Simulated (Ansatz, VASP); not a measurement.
**SiC: VASP beside Ansatz**

```xyz
2
Lattice="0.0000 2.1562 2.1562 2.1562 0.0000 2.1562 2.1562 2.1562 0.0000" Properties=species:S:1:pos:R:3 pbc="T T T"
Si    0.0000    0.0000    0.0000
C     1.0781    1.0781    1.0781
```

Alike in both runs: task single point; functional r2SCAN; k mesh 10 × 10 × 10; occupations gaussian, width 0.02 eV; no spin polarisation.

```csv
,VASP,Ansatz
version,VASP 6.6.1,Ansatz 0.2.0
potentials or method,"VASP PAW PBE potentials, release 64 (Si, C), cutoff 520 eV","scalar-relativistic, plane waves, PAW"
valence electrons in the cell,8,8
```

|  | VASP | Ansatz | Ansatz less VASP |
| --- | --- | --- | --- |
| gap on the k mesh at the Fermi level (eV) | 1.70 | 1.69 | -0.012 |
| least direct gap on the mesh (eV) | 5.10 | 5.09 | -0.013 |
| pressure (GPa) | 7.1 | 7.3 | +0.21 |

VASP's potentials were made for PBE, not for r2SCAN. The functional is the same, so the differences come from potentials, cutoffs and numerics.
